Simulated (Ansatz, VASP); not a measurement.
**Mg2I: VASP beside Ansatz**

```xyz
3
Lattice="1.9819 1.1443 6.5277 -1.9819 1.1443 6.5277 0.0000 -2.2885 6.5277" Properties=species:S:1:pos:R:3 pbc="T T T"
Mg    0.0000    0.0000   15.2946
Mg    0.0000    0.0000    4.2884
I     0.0000    0.0000    0.0000
```

Alike in both runs: functional PBE; k mesh 12 × 12 × 12; occupations gaussian, width 0.1 eV; no spin polarisation.

Ansatz relaxed the structure, and its values are those at the end. VASP's run is a single point on that final structure, the one shown.

|  | VASP | Ansatz |
| --- | --- | --- |
| version | VASP 6.6.1 | Ansatz 0.2.0 |
| potentials or method | VASP PAW PBE potentials, release 64 (Mg, I), cutoff 520 eV | scalar-relativistic, plane waves, PAW |
| valence electrons in the cell | 11 | 37 |

VASP gave:

```
gap on the k mesh at the Fermi level (eV) : none
pressure (GPa)                            : -0.1
```

Question: Which values does Ansatz return?

Answer: gap on the k mesh at the Fermi level (eV): none; pressure (GPa): 0.0.

A gap of «none» marks a metal or a gap that the smearing closes. VASP's potentials hold 11 valence electrons a cell and Ansatz's 37, so a difference there can come from the potentials and not from the codes.

Neither program's run includes spin-orbit coupling.
